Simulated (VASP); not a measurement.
# Ru (P6_3/mmc) in VASP: further runs

Ru is run at these levels: r2SCAN, PBE; tasks: single point, relaxation of cell and atoms.

All numbers are computed with VASP 6.6.1; they aren't measurements. Logs are shortened: lines on timing, memory, paths and dates and some standing lists are left out, and cuts for length are marked.

## 1. The cell of the first run

It takes space group P6_3/mmc (No. 194, hexagonal). The conventional cell has a = 2.700 Å, b = 2.700 Å, c = 4.271 Å, α = 90.00°, β = 90.00°, γ = 120.00°. Within 3.5 Å of Ru (site symmetry -6m2) lie 12 Ru at 2.64 to 2.70 Å.

## 2. Single point, r2SCAN

Contents of POSCAR:

```
Ru
1.0
    2.6999378568      0.0000000000      0.0000000000
   -1.3499689284      2.3382147726      0.0000000000
    0.0000000000      0.0000000000      4.2710673554
Ru
2
Direct
    0.3333333333      0.6666666667      0.2500000000
    0.6666666667      0.3333333333      0.7500000000
```

Contents of INCAR.step1:

```
ALGO = Normal
EDIFF = 1E-4
ENCUT = 520
GGA = PE
ISMEAR = -1
LASPH = True
LCHARG = False
LREAL = False
LWAVE = True
NBANDS = 21
NELM = 60
PREC = Accurate
SIGMA = 0.02
```

Contents of INCAR.step2:

```
ALGO = Normal
EDIFF = 1E-6
ENCUT = 520
ISIF = 2
ISMEAR = -1
ISTART = 1
LASPH = True
LCHARG = True
LELF = True
LMIXTAU = True
LREAL = False
LVHAR = True
LWAVE = False
METAGGA = R2SCAN
NBANDS = 21
NELM = 60
PREC = Accurate
SIGMA = 0.02
```

Contents of KPOINTS:

```
k-points
0
Gamma
  12 12 6
```

Potentials or basis: VASP PAW PBE potentials, release 64 (Ru_pv).

Run with:

```console
> cat potpaw_PBE.64/Ru_pv/POTCAR > POTCAR
> cp INCAR.step1 INCAR
> mpirun -np 1 vasp_std > vasp.out
> cp INCAR.step2 INCAR
> mpirun -np 1 vasp_std > vasp.out
```

OUTCAR:

```text
EDIFF = 1E-6
   ENCUT = 520
   ISIF = 2
   ISMEAR = -1
   ISTART = 1
   LASPH = True
   LREAL = False
   METAGGA = R2SCAN
   NELM = 60
   PREC = Accurate

 ion  position               nearest neighbor table
   1  0.333  0.667  0.250-   2 2.64   2 2.64   2 2.64   2 2.64   2 2.64   2 2.64
   2  0.667  0.333  0.750-   1 2.64   1 2.64   1 2.64   1 2.64   1 2.64   1 2.64

  LATTYP: Found a hexagonal cell.
 ALAT       =     2.6999378568
 C/A-ratio  =     1.5819132076

  Lattice vectors:

 A1 = (   2.6999378568,   0.0000000000,   0.0000000000)
 A2 = (  -1.3499689284,   2.3382147726,   0.0000000000)
 A3 = (   0.0000000000,   0.0000000000,   4.2710673554)

Analysis of symmetry for initial positions (statically):
=====================================================================
 Subroutine PRICEL returns:
 Original cell was already a primitive cell.

 Routine SETGRP: Setting up the symmetry group for a
 hexagonal supercell.

 Subroutine GETGRP returns: Found 24 space group operations
 (whereof 12 operations were pure point group operations)
 out of a pool of 24 trial point group operations.

The static configuration has the point symmetry D_3d.
 The point group associated with its full space group is D_6h.

Analysis of symmetry for dynamics (positions and initial velocities):
=====================================================================
 Subroutine PRICEL returns:
 Original cell was already a primitive cell.

 Routine SETGRP: Setting up the symmetry group for a
 hexagonal supercell.

 Subroutine GETGRP returns: Found 24 space group operations
 (whereof 12 operations were pure point group operations)
 out of a pool of 24 trial point group operations.

The dynamic configuration has the point symmetry D_3d.
 The point group associated with its full space group is D_6h.

 Subroutine INISYM returns: Found 24 space group operations
 (whereof 12 operations are pure point group operations),
 and found     1 'primitive' translations

----------------------------------------------------------------------------------------

                                     Primitive cell

  volume of cell :      26.9634

  direct lattice vectors                    reciprocal lattice vectors
     2.699937857  0.000000000  0.000000000     0.370378895  0.213838355  0.000000000
    -1.349968928  2.338214773  0.000000000     0.000000000  0.427676709  0.000000000
     0.000000000  0.000000000  4.271067355     0.000000000  0.000000000  0.234133512

  length of vectors
     2.699937857  2.699937857  4.271067355     0.427676709  0.427676709  0.234133512

  position of ions in fractional coordinates (direct lattice)
     0.333333333  0.666666667  0.250000000
     0.666666667  0.333333333  0.750000000

  ion indices of the primitive-cell ions
   primitive index   ion index
                 1           1
                 2           2

----------------------------------------------------------------------------------------

 KPOINTS: k-points

Automatic generation of k-mesh.
 Grid dimensions read from file:
 generate k-points for:   12   12    6

 Generating k-lattice:

  Cartesian coordinates                     Fractional coordinates (reciprocal lattice)
     0.030864908  0.017819863  0.000000000     0.083333333  0.000000000  0.000000000
     0.000000000  0.035639726  0.000000000     0.000000000  0.083333333  0.000000000
     0.000000000  0.000000000  0.039022252     0.000000000  0.000000000  0.166666667

  Length of vectors
     0.035639726  0.035639726  0.039022252

  Shift w.r.t. Gamma in fractional coordinates (k-lattice)
     0.000000000  0.000000000  0.000000000

 Subroutine IBZKPT returns following result:
 ===========================================

 Found     76 irreducible k-points:

 Following reciprocal coordinates:
            Coordinates               Weight
  0.000000  0.000000  0.000000      1.000000
  0.083333 -0.000000  0.000000      6.000000
  0.166667 -0.000000  0.000000      6.000000
  0.250000 -0.000000  0.000000      6.000000
  0.333333  0.000000  0.000000      6.000000
  0.416667 -0.000000  0.000000      6.000000
[... 16 lines left out ...]
  0.250000 -0.000000  0.166667     12.000000
  0.333333  0.000000  0.166667     12.000000
 [... further k-points ...]
   k-points           NKPTS =     76   k-points in BZ     NKDIM =     76   number of bands    NBANDS=     21
   number of dos      NEDOS =    301   number of ions     NIONS =      2
   total plane-waves  NPLWV =  12800
   dimension x,y,z NGX =    20 NGY =   20 NGZ =   32
   dimension x,y,z NGXF=    40 NGYF=   40 NGZF=   64
   ions per type =               2
   NGX,Y,Z   is equivalent  to a cutoff of  12.31, 12.31, 12.46 a.u.
   NGXF,Y,Z  is equivalent  to a cutoff of  24.63, 24.63, 24.91 a.u.
 SYSTEM =  unknown system
   PREC   = accura    normal or accurate (medium, high low for compatibility)
   ISTART =      1    job   : 0-new  1-cont  2-samecut
   ICHARG =      0    charge: 1-file 2-atom 10-const
   ISPIN  =      1    spin polarized calculation?
   LNONCOLLINEAR =      F non collinear calculations
   LSORBIT =      F    spin-orbit coupling
   LASPH  =      T    aspherical Exc in radial PAW
   ENCUT  =  520.0 eV  38.22 Ry    6.18 a.u.   5.02  5.02  7.94*2*pi/ulx,y,z
   NELM   =     60;   NELMIN=  2; NELMDL=  0     # of ELM steps
   EDIFF  = 0.1E-05   stopping-criterion for ELM
   LREAL  =      F    real-space projection
   EDIFFG = 0.1E-04   stopping-criterion for IOM
   NSW    =      0    number of steps for IOM
   IBRION =     -1    ionic relax: 0-MD 1-quasi-New 2-CG
   NFREE  =      0    steps in history (QN), initial steepest desc. (CG)
   ISIF   =      2    stress and relaxation
   ISYM   =      2    0-nonsym 1-usesym 2-fastsym
   POTIM  = 0.5000    time-step for ionic-motion
   TEBEG  =    0.0;   TEEND  =   0.0 temperature during run
   PSTRESS=    0.0 pullay stress
   NELECT =      28.0000    total number of electrons
   NUPDOWN=      -1.0000    fix difference up-down
   EMIN   =  10.00;   EMAX   =-10.00  energy-range for DOS
   EFERMI =   0.00;   METHOD = LEGACY
   ISMEAR =    -1;   SIGMA  =   0.02  broadening in eV -4-tet -1-fermi 0-gaus
   EFERMI_NEDOS =   21; number of points for ismear=-14 and -15
   IALGO  =     38    algorithm
   IMIX   =      4    mixing-type and parameters
     AMIX     =   0.40;   BMIX     =  1.00
     AMIX_MAG =   1.60;   BMIX_MAG =  1.00
  volume/ion in A,a.u.               =      13.48        90.98
  Fermi-wavevector in a.u.,A,eV,Ry     =   1.657815  3.132815 37.393565  2.748349
  Thomas-Fermi vector in A             =   2.745503
   LORBIT       =      0    0 simple, 1 ext, 2 COOP (PROOUT), +10 PAW based schemes
   METAGGA = R2SCAN    functional components
   LHFCALC =     F    Hartree Fock is set to
   AEXX    =    0.0000 exact exchange contribution
   IVDW    =     0    specifies the selected vdW correction
   LEPSILON=     F    determine dielectric tensor
   LRPA    =     F    only Hartree local field effects (RPA)
 non-spin polarized calculation
  energy-cutoff  :      520.00
  volume of cell :       26.96
 maximum number of plane-waves:       741
 NGX is ok and might be reduce to    20
   NGX =  9   NGY =  9   NGZ = 15

 number of electron      28.0000004 magnetization

 Free energy of the ion-electron system (eV)
  ---------------------------------------------------
  ext. energy  EPLUGINS =         0.00000000
  ---------------------------------------------------
  free energy    TOTEN  =       -50.86362529 eV

  energy without entropy =      -50.86234408  energy(sigma->0) =      -50.86298469

 E-fermi :  12.8147     XC(G=0): -15.4560

 val. band max:       12.7806173633   @ k =   0.2500   0.0833   0.0000
 cond. band min:      12.8534478198   @ k =   0.4167  -0.0000   0.5000
 fundamental gap:      0.0728304565
 Fermi energy:        12.8146625033

 k-point     1 :       0.0000    0.0000    0.0000
  band No.  band energies     occupation
      1     -32.2495      2.00000
      2     -31.2256      2.00000
      3     -31.2256      2.00000
      4     -31.0384      2.00000
      5     -31.0384      2.00000
      6     -30.9864      2.00000
[... 13 lines left out ...]
     20      21.2758      0.00000
     21      23.7855      0.00000

 k-point     2 :       0.0833   -0.0000    0.0000
  band No.  band energies     occupation
      1     -32.2234      2.00000
      2     -31.2810      2.00000
      3     -31.2442      2.00000
      4     -31.0962      2.00000
      5     -31.0459      2.00000
      6     -30.9985      2.00000
[... 13 lines left out ...]
     20      21.2758      0.00000
     21      23.7426      0.00000

 k-point     3 :       0.1667   -0.0000    0.0000
  band No.  band energies     occupation
      1     -32.1486      2.00000
      2     -31.4324      2.00000
      3     -31.2934      2.00000
      4     -31.2508      2.00000
      5     -31.0678      2.00000
      6     -31.0349      2.00000
[... 13 lines left out ...]
     20      21.2758      0.00000
     21      23.6056      0.00000

 k-point     4 :       0.2500   -0.0000    0.0000
  band No.  band energies     occupation
      1     -32.0356      2.00000
      2     -31.6391      2.00000
      3     -31.4544      2.00000
      4     -31.3578      2.00000
      5     -31.1000      2.00000
      6     -31.0953      2.00000
[... 13 lines left out ...]
     20      21.2758      0.00000
     21      23.4089      0.00000

 k-point     5 :       0.3333    0.0000    0.0000
  band No.  band energies     occupation
      1     -31.9017      2.00000
      2     -31.8454      2.00000
      3     -31.6501      2.00000
      4     -31.4197      2.00000
      5     -31.1762      2.00000
      6     -31.1338      2.00000
[... 13 lines left out ...]
     20      22.7956      0.00000
     21      23.1266      0.00000

 k-point     6 :       0.4167   -0.0000    0.0000
  band No.  band energies     occupation
      1     -31.9958      2.00000
      2     -31.7889      2.00000
      3     -31.7762      2.00000
      4     -31.4639      2.00000
      5     -31.2628      2.00000
      6     -31.1594      2.00000
[... 13 lines left out ...]
     20      21.2792      0.00000
     21      24.2635      0.00000

 k-point     7 :       0.5000   -0.0000    0.0000
  band No.  band energies     occupation
      1     -32.0506      2.00000
      2     -31.8390      2.00000
      3     -31.7169      2.00000
      4     -31.4799      2.00000
      5     -31.3079      2.00000
      6     -31.1689      2.00000
[... 13 lines left out ...]
     20      21.2758      0.00000
     21      24.5751      0.00000
[... 291 lines left out ...]
      1     -32.1693      2.00000
      2     -31.2132      2.00000
      3     -31.2132      2.00000
      4     -31.0759      2.00000
      5     -31.0510      2.00000
      6     -31.0510      2.00000
[... 13 lines left out ...]
     20      21.2759      0.00000
     21      25.1139      0.00000

 k-point    21 :       0.0833   -0.0000    0.1667
  band No.  band energies     occupation
      1     -32.1480      2.00000
      2     -31.2662      2.00000
      3     -31.2311      2.00000
      4     -31.1482      2.00000
      5     -31.0593      2.00000
      6     -31.0452      2.00000
[... 13 lines left out ...]
     20      21.2758      0.00000
     21      25.1077      0.00000

 k-point    22 :       0.1667   -0.0000    0.1667
  band No.  band energies     occupation
      1     -32.0894      2.00000
      2     -31.4099      2.00000
      3     -31.3066      2.00000
      4     -31.2785      2.00000
      5     -31.0831      2.00000
      6     -31.0666      2.00000
[... 13 lines left out ...]
     20      21.2758      0.00000
     21      25.1071      0.00000

 k-point    23 :       0.2500   -0.0000    0.1667
  band No.  band energies     occupation
      1     -32.0149      2.00000
      2     -31.5961      2.00000
      3     -31.5040      2.00000
      4     -31.3408      2.00000
      5     -31.1176      2.00000
      6     -31.1113      2.00000
[... 13 lines left out ...]
     20      21.2758      0.00000
     21      25.2020      0.00000

 k-point    24 :       0.3333    0.0000    0.1667
  band No.  band energies     occupation
      1     -31.9931      2.00000
      2     -31.7475      2.00000
      3     -31.6573      2.00000
      4     -31.4009      2.00000
      5     -31.1740      2.00000
      6     -31.1534      2.00000
[... 13 lines left out ...]
     20      21.2759      0.00000
     21      25.1926      0.00000

 [... further k-points ...]

------------------------ aborting loop because EDIFF is reached ----------------------------------------

  FORCE on cell =-STRESS in cart. coord.  units (eV):
  Direction    XX          YY          ZZ          XY          YZ          ZX
  --------------------------------------------------------------------------------------
  -------------------------------------------------------------------------------------
  Total        0.2525175      0.2525175      0.2760458      0.0000000      0.0000000      0.0000000
  in kB       15.0047060     15.0047060     16.4027651      0.0000000      0.0000000      0.0000000
  external PRESSURE =      15.4707257 kB  Pullay stress =       0.0000000 kB

 VOLUME and BASIS-vectors are now :
 -----------------------------------------------------------------------------
  energy-cutoff  :      520.00
  volume of cell :       26.96
      direct lattice vectors                 reciprocal lattice vectors
     2.699937857  0.000000000  0.000000000     0.370378895  0.213838355  0.000000000
    -1.349968928  2.338214773  0.000000000     0.000000000  0.427676709  0.000000000
     0.000000000  0.000000000  4.271067355     0.000000000  0.000000000  0.234133512

 POSITION                                       TOTAL-FORCE (eV/Angst)
 -----------------------------------------------------------------------------------
     -0.00000      1.55881      1.06777         0.000000      0.000000      0.000000
      1.34997      0.77940      3.20330        -0.000000      0.000000      0.000000
 -----------------------------------------------------------------------------------
    total drift:                               -0.000000      0.000000     -0.000000

  FREE ENERGIE OF THE ION-ELECTRON SYSTEM (eV)
  ---------------------------------------------------
  free  energy   TOTEN  =       -50.8636252903 eV

  energy  without entropy=      -50.8623440847  energy(sigma->0) =      -50.86298469
```

Wall time 2.3 min (1 thread of Intel Xeon 8259CL, shared host); peak memory 0.17 GiB.

Results:

| Item | Value |
| --- | --- |
| Free energy | -50.8636 eV |
| Pressure | 1.5 GPa |
| Band gap on the k mesh | zero (bands 14 and 15 overlap by 3.33 eV) |

Stress tensor (GPa, compression positive):
```
1.50 0.00 0.00
0.00 1.50 0.00
0.00 0.00 1.64
```

Levels at points of the mesh, in eV from the Fermi level:
```tsv
k point	band 10	band 11	band 12	band 13	band 14	band 15	band 16	band 17	band 18	band 19
(0.00, 0.00, 0.00)	-2.69	-2.49	-1.97	-1.97	-1.43	-1.43	1.29	1.29	1.41	8.46
(0.50, 0.00, 0.00)	-3.14	-2.15	-1.84	-1.54	1.54	1.98	2.05	4.32	6.51	8.46
(0.00, 0.00, 0.50)	-2.87	-2.87	-2.87	-2.80	-2.80	0.61	0.61	0.61	0.61	8.46
(0.50, 0.00, 0.50)	-4.75	-1.08	-1.08	0.52	0.52	1.81	1.81	3.61	3.61	8.46
```

Caveat: the PAW data sets were made with another functional, which shifts forces and pressure a little.

## 3. Relaxation of cell and atoms, PBE

This run uses another cell than the first one, of 13.57 Å³/atom.

Contents of INCAR:

```
SYSTEM = Ru
  PREC = Accurate
  ENCUT = 600
  EDIFF = 1E-6
  ISMEAR = -1
  SIGMA = 0.02
  LREAL = .False.
  LASPH = .True.
  NELM = 60
  ALGO = Normal
  ISIF = 3
  LWAVE = .False.
  LCHARG = .False.
  GGA = PE
  IBRION = 2
  NSW = 80
  EDIFFG = -0.005
```

Contents of KPOINTS:

```
Automatic mesh
0
Gamma
  12 12 6
  0 0 0
```

Contents of POSCAR:

```
Ru
1.0
    2.7058000000      0.0000000000      0.0000000000
   -1.3529000000      2.3432915376      0.0000000000
    0.0000000000      0.0000000000      4.2819000000
Ru
2
Direct
    0.3333333333      0.6666666667      0.2500000000
    0.6666666667      0.3333333333      0.7500000000
```

Potentials or basis: VASP PAW PBE potentials, release 64 (Ru_pv).

Run with:

```console
> cat potpaw_PBE.64/Ru_pv/POTCAR > POTCAR
> mpirun -np 1 vasp_std > vasp.out
```

Wall time 2.8 min (1 thread of Intel Xeon 8259CL, shared host); peak memory 0.19 GiB.

It converged, with:

* Free energy: -18.4750 eV
* Relaxed volume: 13.75 Å³/atom
* Relaxed cell: a = 2.718 Å, b = 2.718 Å, c = 4.301 Å, α = 90.00°, β = 90.00°, γ = 120.00°
* Space group after relaxing (to 0.1 Å): P6_3/mmc (No. 194)
* Energy gained by relaxing: 2.3 meV/atom
* Ionic steps: 8
* Pressure after relaxing: 0.0 GPa
* Band gap on the k mesh: zero (bands 14 and 15 overlap by 3.08 eV)

Step by step:
| step | energy change (eV) | largest force (eV/Å) | pressure (GPa) | volume (Å³) |
| --- | --- | --- | --- | --- |
| 1 | 0.0000 | 0.0000 | 4.20 | 27.15 |
| 2 | 0.0335 | 0.0000 | -10.96 | 28.57 |
| 3 | -0.0045 | 0.0000 | -0.05 | 27.51 |
| 4 | -0.0045 | 0.0000 | -0.01 | 27.50 |
| 5 | -0.0045 | 0.0000 | 0.07 | 27.49 |
| 6 | -0.0045 | 0.0000 | 0.09 | 27.49 |
| 7 | -0.0045 | 0.0000 | 0.08 | 27.49 |
| 8 | -0.0045 | 0.0000 | -0.03 | 27.50 |

Final structure:
```
Ru
1.0
     2.71751    0.00000    0.00000
    -1.35875    2.35343    0.00000
     0.00000    0.00000    4.30060
Ru
2
Cartesian
  0.0000 1.5690 1.0751
  1.3588 0.7845 3.2254
```

Levels at points of the mesh, in eV from the Fermi level:
```tsv
k point	band 11	band 12	band 13	band 14	band 15	band 16	band 17	band 18
(0.00, 0.00, 0.00)	-2.33	-1.84	-1.84	-1.32	-1.32	1.20	1.20	1.32
(0.50, 0.00, 0.00)	-2.00	-1.73	-1.45	1.43	1.84	1.92	4.03	6.07
(0.00, 0.00, 0.50)	-2.67	-2.67	-2.63	-2.63	0.57	0.57	0.57	0.57
(0.50, 0.00, 0.50)	-0.99	-0.99	0.48	0.48	1.68	1.68	3.38	3.38
```

[end of part 1 of 2]
